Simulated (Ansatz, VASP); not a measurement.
Two plane-wave programs on ZnO

```
Zn O
1.0
     5.60762    0.00000    0.00000
     0.00000    5.60762    0.00000
     0.00000    0.00000    3.27993
Zn O
4 4
Direct
  0.18177 0.18177 0.50000
  0.81823 0.81823 0.50000
  0.68177 0.31823 0.00000
  0.31823 0.68177 0.00000
  0.81839 0.18161 0.50000
  0.18161 0.81839 0.50000
  0.68161 0.68161 0.00000
  0.31839 0.31839 0.00000
```

Alike in both runs: functional PBE; k mesh 6 × 6 × 8; occupations gaussian, width 0.02 eV; no spin polarisation.

Ansatz relaxed the structure, and its values are those at the end. VASP's run is a single point on that final structure, the one shown.

|  | VASP | Ansatz |
| --- | --- | --- |
| version | VASP 6.6.1 | Ansatz 0.2.0 |
| potentials or method | VASP PAW PBE potentials, release 64 (Zn, O), cutoff 520 eV | scalar-relativistic, plane waves, PAW |
| valence electrons in the cell | 72 | 72 |

```tsv
	VASP	Ansatz	Ansatz less VASP
gap on the k mesh at the Fermi level (eV)	0.75	0.76	+0.015
least direct gap on the mesh (eV)	0.75	0.76	+0.015
pressure (GPa)	0.8	0.0	-0.82
rms of the force components (eV/Å)	0.006	0.003	-0.0029
```
